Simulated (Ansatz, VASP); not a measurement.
# P: VASP beside Ansatz

File INCAR:

```
PREC = Accurate
ENCUT = 520
EDIFF = 1E-7
ISMEAR = 0
SIGMA = 0.1
LREAL = F
LASPH = T
NELM = 80
ALGO = Normal
ISIF = 2
LWAVE = F
LCHARG = F
GGA = PS
NBANDS = 8
```

The input KPOINTS:

```
regular mesh
0
Gamma
  6 6 6
```

POSCAR

```
P
1.0
    3.2572956256      0.0000000000      0.0000000000
   -1.6286478128      2.8209007594      0.0000000000
    0.0000000000      0.0000000000      3.0435356002
P
1
Direct
    0.0000000000      0.0000000000      0.0000000000
```

Input for Ansatz:

```yaml
crystal:
  lattice:
    - [3.2572956256, 0.0, 0.0]
    - [-1.6286478128, 2.8209007594, 0.0]
    - [0.0, 0.0, 3.0435356002]
  atoms:
    - { symbol: P, position: [0.0, 0.0, 0.0] }
basis:
  ecutwfc: 420
kpoints:
  mp_grid: { grid: [6, 6, 6] }
hamiltonian:
  xc: pbesol
scf:
  occupations: { method: gaussian, width: 0.1 }
  lower_state_search: "off"
output:
  forces: true
  stress: true
  eigenvalues: true
```

Alike in both runs: task single point; functional PBEsol; k mesh 6 × 6 × 6; occupations gaussian, width 0.1 eV; no spin polarisation.

|  | VASP | Ansatz |
| --- | --- | --- |
| version | VASP 6.6.1 | Ansatz 0.2.0 |
| potentials or method | VASP PAW PBE potentials, release 64 (P), cutoff 520 eV | scalar-relativistic, plane waves, PAW |
| valence electrons in the cell | 5 | 5 |

```tsv
	VASP	Ansatz	Ansatz less VASP
gap on the k mesh at the Fermi level (eV)	none	none	-
pressure (GPa)	-19.0	-19.0	-0.01
traceless stress, the component that is largest in VASP (GPa)	-5.19	-5.19	+0.005
```

VASP's potentials were made for PBE, not for PBEsol. A gap of «none» marks a metal or a gap that the smearing closes. With one functional, cell and mesh, what is left measures potentials, basis and numerics.

The k mesh is coarse, so the values compare programs but aren't converged.
